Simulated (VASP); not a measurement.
Input of a VASP 6.6.1 run:

File INCAR:

```
SYSTEM = SnO2
PREC = Accurate
ENCUT = 520
EDIFF = 1E-6
ISMEAR = 0
SIGMA = 0.02
LREAL = .FALSE.
LASPH = .TRUE.
NELM = 100
ALGO = Normal
ISIF = 2
LWAVE = .FALSE.
LCHARG = .FALSE.
NBANDS = 64
```

KPOINTS

```
regular mesh
0
G
  6 6 6
  0 0 0
```

File POSCAR:

```
SnO2
1.0
   -3.1531186902      3.2554358950      3.2554358950
    3.1531186902     -3.2554358950      3.2554358950
    3.1531186902      3.2554358950     -3.2554358950
Sn O
4 8
Direct
    1.0000000000      0.2500000000      0.7500000000
    0.0000000000      0.7500000000      0.2500000000
    0.5000000000      0.5000000000      0.5000000000
    0.5000000000      0.0000000000      0.0000000000
    0.1945616106      0.1945616106      0.5000000000
    0.6945616106      0.7500000000      0.9445616106
    0.1945616106      0.6945616106      1.0000000000
    0.3054383894      0.7500000000      0.5554383894
    0.6945616106      0.2500000000      0.4445616106
    0.3054383894      0.2500000000      0.0554383894
    0.8054383894      0.3054383894      0.0000000000
    0.8054383894      0.8054383894      0.5000000000
```

Potentials or basis: VASP PAW LDA potentials, release 64 (Sn_d, O).

Run with:

```sh
$ cat potpaw_LDA.64/Sn_d/POTCAR potpaw_LDA.64/O/POTCAR > POTCAR
$ mpirun -np 1 vasp_std > vasp.out
```

Problem. Estimate the largest force.

Solution. 0.023 eV/Å.

Problem. What does it give for the pressure?

Solution. 16.3 GPa.

Problem. Predict the band gap on the k mesh.

Solution. 1.92 eV.

Stress tensor (GPa, compression positive):
```
16.68  0.00  0.00
 0.00 16.13  0.00
 0.00  0.00 16.13
```

Caveat: spin-orbit coupling is left out, which moves the levels of the heavy elements.
